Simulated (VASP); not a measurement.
W, 1 atom in the cell. It takes space group Pm-3m (No. 221, cubic). Conventional cell: a = 2.606 Å, b = 2.606 Å, c = 2.606 Å, α = 90.00°, β = 90.00°, γ = 90.00°. Within 3.4 Å of W (site symmetry m-3m) lie 6 W at 2.61 Å. This isn't the form of W at room conditions, which is bcc.

- Program: VASP 6.6.1
- Task: single point
- Functional: PBE
- Potentials or basis: VASP PAW PBE potentials, release 64 (W_sv)
- Cutoff: 520 eV
- k mesh: 41 × 41 × 41
- Occupations: fermi-dirac, width 0.0612256 eV
- Spin: no spin polarisation
- Dipole correction: no
- Further INCAR settings: ALGO = Normal; EDIFF = 1e-07; NBANDS = 13

Potentials or basis: VASP PAW PBE potentials, release 64 (W_sv).

Run with:

```sh
$ cat potpaw_PBE.64/W_sv/POTCAR > POTCAR
$ mpirun -np 1 vasp_std > vasp.out
```

Hardware: 1 thread of Intel(R) Xeon(R) 6975P-C (Granite Rapids) (shared host).

Q: Estimate the wall time of this run.

A: Run time: 96 s on 1 thread of Intel(R) Xeon(R) 6975P-C (Granite Rapids), with other jobs on the host, peak memory 0.45 GiB. Counts: scf iterations 12, k points 1771.
